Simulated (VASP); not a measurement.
Rh, 1 atom in the cell. It takes space group Fm-3m (No. 225, cubic). The conventional cell has a = 3.803 Å, b = 3.803 Å, c = 3.803 Å, α = 90.00°, β = 90.00°, γ = 90.00°. Rh (site symmetry m-3m) has 12 Rh at 2.69 Å within 3.5 Å. 

- Program: VASP 6.6.1
- Task: relaxation of cell and atoms
- Functional: LDA
- Potentials or basis: VASP PAW LDA potentials, release 64 (Rh_pv)
- Cutoff: 600 eV
- k mesh: 23 × 23 × 23
- Occupations: fermi-dirac, width 0.05 eV
- Spin: no spin polarisation
- Dipole correction: no
- Further INCAR settings: ALGO = Normal; EDIFF = 1e-07; IBRION = 2; EDIFFG = -0.003; NSW = 100; ISIF = 3

Potentials or basis: VASP PAW LDA potentials, release 64 (Rh_pv).

The run is started by

```bash
$ cat potpaw_LDA.64/Rh_pv/POTCAR > POTCAR
$ mpirun -np 1 vasp_std > vasp.out
```

Hardware: 1 thread of Intel Xeon 8259CL, on a shared host.

Task: How long does it take, and how much memory?

Result: Wall time 3.5 min on 1 thread of Intel Xeon 8259CL, on a shared host, peak memory 0.2 GiB. Counts: scf iterations 49, k points 364, ion steps 7.
